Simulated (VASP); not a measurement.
A run of VASP 6.6.1:

INCAR

```
ALGO = Normal
EDIFF = 1E-7
EDIFFG = -0.01
ENCUT = 450
GGA = PE
GGA_COMPAT = False
IBRION = 2
ISIF = 2
ISMEAR = 0
IVDW = 12
LASPH = True
LCHARG = False
LREAL = False
LWAVE = False
NELM = 120
NELMIN = 4
NSW = 60
PREC = Accurate
SIGMA = 0.1
```

The input KPOINTS:

```
k-points
0
Gamma
  12 12 8
```

Contents of POSCAR:

```
Te2Pt
1.0
    4.0100000000      0.0000000000      0.0000000000
   -2.0050000000      3.4727618692      0.0000000000
    0.0000000000      0.0000000000      5.2010000000
Te Pt
2 1
Direct
    0.3333333333      0.6666666667      0.2500000000
    0.6666666667      0.3333333333      0.7500000000
    0.0000000000      0.0000000000      0.0000000000
```

Potentials or basis: VASP PAW PBE potentials, release 64 (Te, Pt).

Run with:

```sh
$ cat potpaw_PBE.64/Te/POTCAR potpaw_PBE.64/Pt/POTCAR > POTCAR
$ mpirun -np 1 vasp_std > vasp.out
```

Hardware: 1 thread of Intel(R) Xeon(R) 6975P-C (Granite Rapids) (shared host).

Q: How long does it take, and how much memory?

A: It took 110 s on 1 thread of Intel(R) Xeon(R) 6975P-C (Granite Rapids), with other jobs on the host, peak memory 0.27 GiB. Counts: scf iterations 31, k points 131, ion steps 3.
